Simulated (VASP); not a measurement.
Wanted: the native input for a VASP 6.6.1 run.

```yaml
Task: density of states
Functional: PBEsol
Potentials_or_basis: VASP PAW PBE potentials, release 64 (Re, Sb)
Cutoff: 520 eV
k_mesh: 10 × 10 × 6
Occupations: gaussian, width 0.05 eV
Spin: no spin polarisation
Dipole_correction: no
k_mesh_for_the_DOS: 15 × 15 × 9
Occupations_for_the_DOS: tetrahedron
Further_INCAR_settings: ALGO = Normal; EDIFF = 1e-06; NBANDS = 16
```

ReSb2:

```
Re Sb
1.0
     3.40324    0.00000    0.00000
    -1.70162    2.94729    0.00000
     0.00000    0.00000    6.43996
Re Sb
1 2
Direct
  0.00000 0.00000 0.00000
  0.33333 0.66667 0.28892
  0.66667 0.33333 0.71108
```

These files were run (other wordings do the same):

POSCAR

```
ReSb2
1.0
    3.4032429157      0.0000000000      0.0000000000
   -1.7016214579      2.9472948203      0.0000000000
    0.0000000000      0.0000000000      6.4399591335
Re Sb
1 2
Direct
    0.0000000000      0.0000000000      0.0000000000
    0.3333333333      0.6666666667      0.2889214890
    0.6666666667      0.3333333333      0.7110785110
```

INCAR.step1

```
PREC     = Accurate       # precision mode
ENCUT    = 520            # plane-wave cutoff, eV
EDIFF    = 1E-6           # SCF threshold, eV
ISMEAR   = 0              # smearing method
SIGMA    = 0.05           # smearing width, eV
LREAL    = False          # projectors in reciprocal space
LASPH    = True           # aspherical terms in the spheres
NELM     = 100            # most SCF steps
ALGO     = Normal         # electronic algorithm
ISIF     = 2              # what is computed and relaxed
LWAVE    = False          # write WAVECAR
LCHARG   = True           # write CHGCAR
LMAXMIX  = 4              # l up to which the mixer works
GGA      = PS             # functional
NBANDS   = 16             # bands
```

KPOINTS.step1

```
Automatic mesh
0
Gamma
  10 10 6
```

INCAR.step2

```
PREC     = Accurate       # precision mode
ENCUT    = 520            # plane-wave cutoff, eV
EDIFF    = 1E-6           # SCF threshold, eV
ISMEAR   = -5             # smearing method
SIGMA    = 0.05           # smearing width, eV
LREAL    = False          # projectors in reciprocal space
LASPH    = True           # aspherical terms in the spheres
NELM     = 100            # most SCF steps
ALGO     = Normal         # electronic algorithm
ISIF     = 2              # what is computed and relaxed
LWAVE    = False          # write WAVECAR
LCHARG   = False          # write CHGCAR
LMAXMIX  = 4              # l up to which the mixer works
GGA      = PS             # functional
LORBIT   = 11             # projections on sites
NBANDS   = 16             # bands
NEDOS    = 1001           # points of the DOS
ICHARG   = 11             # starting density
```

KPOINTS.step2

```
Automatic mesh
0
Gamma
  15 15 9
```

Potentials or basis: VASP PAW PBE potentials, release 64 (Re, Sb).

Command:

```bash
$ cat potpaw_PBE.64/Re/POTCAR potpaw_PBE.64/Sb/POTCAR > POTCAR
$ cp INCAR.step1 INCAR
$ cp KPOINTS.step1 KPOINTS
$ mpirun -np 1 vasp_std > vasp.out
$ cp INCAR.step2 INCAR
$ cp KPOINTS.step2 KPOINTS
$ mpirun -np 1 vasp_std > vasp.out
```

Results of the run:

- Valence electrons inside the program's atomic spheres: Re 5.90; Sb 2.46

Caveat: spin-orbit coupling is left out, which moves the levels of the heavy elements.

Run time: 76 s on 1 thread of Intel(R) Xeon(R) 6975P-C (Granite Rapids), with other jobs on the host, peak memory 0.36 GiB.
